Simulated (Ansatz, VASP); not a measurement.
**Zr3S2 in VASP and in Ansatz**

```xyz
5
Lattice="2.9025 1.6758 3.4878 -2.9025 1.6758 3.4878 0.0000 -3.3516 3.4878" Properties=species:S:1:pos:R:3 pbc="T T T"
Zr    0.9832    1.7029    5.2317
Zr    0.9832   -1.7029    5.2317
Zr   -1.9663    0.0000    5.2317
S     0.0000    0.0000    6.9583
S     0.0000    0.0000    3.5050
```

Alike in both runs: functional r2SCAN; k mesh 6 × 6 × 6; occupations fermi-dirac, width 0.05 eV; no spin polarisation; Hubbard terms Zr d U = 5.0 eV.

|  | VASP | Ansatz |
| --- | --- | --- |
| version | VASP 6.6.1 | Ansatz 0.2.0 |
| potentials or method | VASP PAW PBE potentials, release 64 (Zr_sv, S) | Ansatz PAW |
| plane-wave cutoff (eV) | 520 | 500 |
| valence electrons in the cell | 48 | 48 |
| task | single point | projected density of states |

Ansatz gave:

```
gap on the k mesh at the Fermi level (eV)                     : none
pressure (GPa)                                                : 5.6
traceless stress, the component that is largest in VASP (GPa) : 1.45
rms of the force components (eV/Å)                            : 0.083
```

Task: Estimate VASP's values.

Result: gap on the k mesh at the Fermi level (eV): none; pressure (GPa): 8.1; traceless stress, the component that is largest in VASP (GPa): 1.35; rms of the force components (eV/Å): 0.060.

VASP's potentials were made for PBE, not for r2SCAN. The programs project onto different local orbitals, so the same U acts differently, and such runs can settle in different states. Atom by atom the forces differ by 0.080 eV/Å (rms over components). A gap of «none» marks a metal or a gap that the smearing closes.
